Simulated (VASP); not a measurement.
# Pt: relaxation of cell and atoms with LDA

Crystal: Pt.

```
Pt
1.0
     0.00000    1.94742    1.94742
     1.94742    0.00000    1.94742
     1.94742    1.94742    0.00000
Pt
1
Direct
  0.00000 0.00000 0.00000
```

```yaml
Program: VASP 6.6.1
Task: relaxation of cell and atoms
Functional: LDA
Potentials_or_basis: VASP PAW LDA potentials, release 64 (Pt)
Cutoff: 600 eV
k_mesh: 18 × 18 × 18
Occupations: fermi-dirac, width 0.05 eV
Spin: no spin polarisation
Dipole_correction: no
Further_INCAR_settings: ALGO = Normal; EDIFF = 1e-06; IBRION = 2; EDIFFG = -0.005; NSW = 60; ISIF = 3
```

```yaml
Relaxed_volume: 14.80 Å³/atom
Relaxed_cell: a = 2.756 Å, b = 2.756 Å, c = 2.756 Å, α = 60.00°, β = 60.00°, γ = 60.00°
Space_group_after_relaxing_to_0.1_Å: Fm-3m (No. 225)
Energy_gained_by_relaxing: 0.1 meV/atom
Ionic_steps: 3
Pressure_after_relaxing: 0.0 GPa
Band_gap_on_the_k_mesh: zero (bands 5 and 6 overlap by 2.30 eV)
```

Final structure:
```xyz
1
Lattice="0.0000 1.9488 1.9488 1.9488 0.0000 1.9488 1.9488 1.9488 0.0000" Properties=species:S:1:pos:R:3 pbc="T T T"
Pt    0.0000    0.0000    0.0000
```

Levels at points of the mesh, in eV from the Fermi level:
```
           k point  band 3  band 4  band 5  band 6  band 7  band 8
(0.00, 0.00, 0.00)   -3.94   -3.94   -1.68   -1.68   14.56   19.59
(0.50, 0.00, 0.00)   -4.00   -0.56    0.04    0.04    5.97   14.14
(0.50, 0.50, 0.00)    0.02    0.51    0.51    1.73    9.07   11.39
```

It took 26 s on 1 thread of AMD EPYC 9R45 96-Core Processor (Zen 5), with other jobs on the host, peak memory 0.13 GiB.

Caveat: spin-orbit coupling is left out, which moves the levels of the heavy elements.
